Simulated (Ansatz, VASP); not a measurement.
## One calculation of CdHg2Te3, two programs

```
Cd Hg Te
1.0
     3.98368   -2.48176   -0.01145
     3.92819    7.35754    0.03357
    -0.84200    0.05175   10.49566
Cd Hg Te
2 4 6
Direct
  0.69074 0.30992 0.50130
  0.19237 0.80993 0.50127
  0.68987 0.99918 0.83241
  0.18898 0.49893 0.83312
  0.14695 0.15537 0.16846
  0.64779 0.65596 0.16831
  0.50232 0.01902 0.34289
  0.00175 0.51938 0.34328
  0.74486 0.25981 0.99673
  0.24480 0.76002 0.99709
  0.22375 0.25645 0.65755
  0.72582 0.75603 0.65760
```

Change from the starting cell: cell x2, atoms moved at random (sigma 0.05 Å) and cell strained at random (1.5 %), then relaxed without symmetry.

Alike in both runs: functional PBE; k mesh 4 × 2 × 2; occupations gaussian, width 0.1 eV; no spin polarisation.

Ansatz relaxed the structure, and its values are those at the end. VASP's run is a single point on that final structure, the one shown.

|  | VASP | Ansatz |
| --- | --- | --- |
| version | VASP 6.6.1 | Ansatz 0.2.0 |
| potentials or method | VASP PAW PBE potentials, release 64 (Cd, Hg, Te), cutoff 520 eV | scalar-relativistic, plane waves, PAW |
| valence electrons in the cell | 108 | 216 |

Ansatz gave:

```
gap on the k mesh at the Fermi level (eV) : 0.78
least direct gap on the mesh (eV)         : 0.85
pressure (GPa)                            : 0.0
rms of the force components (eV/Å)        : 0.007
```

Task: What did VASP give for the same quantities?

Result: gap on the k mesh at the Fermi level (eV): 0.77; least direct gap on the mesh (eV): 0.84; pressure (GPa): 0.1; rms of the force components (eV/Å): 0.013.

The functional is the same, so the differences come from potentials, cutoffs and numerics. VASP's potentials hold 108 valence electrons a cell and Ansatz's 216, so a difference there can come from the potentials and not from the codes.

Spin-orbit coupling is off throughout.
